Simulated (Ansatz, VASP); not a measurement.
One calculation of Au, two programs

```
CELL_PARAMETERS angstrom
-1.54002 1.54002 1.62107
1.54002 -1.54002 1.62107
1.54002 1.54002 -1.62107
ATOMIC_POSITIONS crystal
Au 0.00000 0.00000 0.00000
```

Change from the starting cell: strain -0.050 along x and y, +0.000 along z, atoms carried along.

Alike in both runs: task single point; functional PBEsol; k mesh 26 × 26 × 26; occupations gaussian, width 0.15 eV; no spin polarisation.

|  | VASP | Ansatz |
| --- | --- | --- |
| version | VASP 6.6.1 | Ansatz 0.2.0 |
| potentials or method | VASP PAW PBE potentials, release 64 (Au), cutoff 520 eV | scalar-relativistic, plane waves, PAW |
| valence electrons in the cell | 11 | 19 |

Ansatz gave:

```
gap on the k mesh at the Fermi level (eV)                     : none
pressure (GPa)                                                : 24.2
traceless stress, the component that is largest in VASP (GPa) : 0.22
```

Question: What did VASP give for the same quantities?

Answer: gap on the k mesh at the Fermi level (eV): none; pressure (GPa): 23.8; traceless stress, the component that is largest in VASP (GPa): 0.23.

VASP's potentials were made for PBE, not for PBEsol. A gap of «none» marks a metal or a gap that the smearing closes. With one functional, cell and mesh, what is left measures potentials, basis and numerics. VASP's potentials hold 11 valence electrons a cell and Ansatz's 19, so a difference there can come from the potentials and not from the codes.

Neither program's run includes spin-orbit coupling.
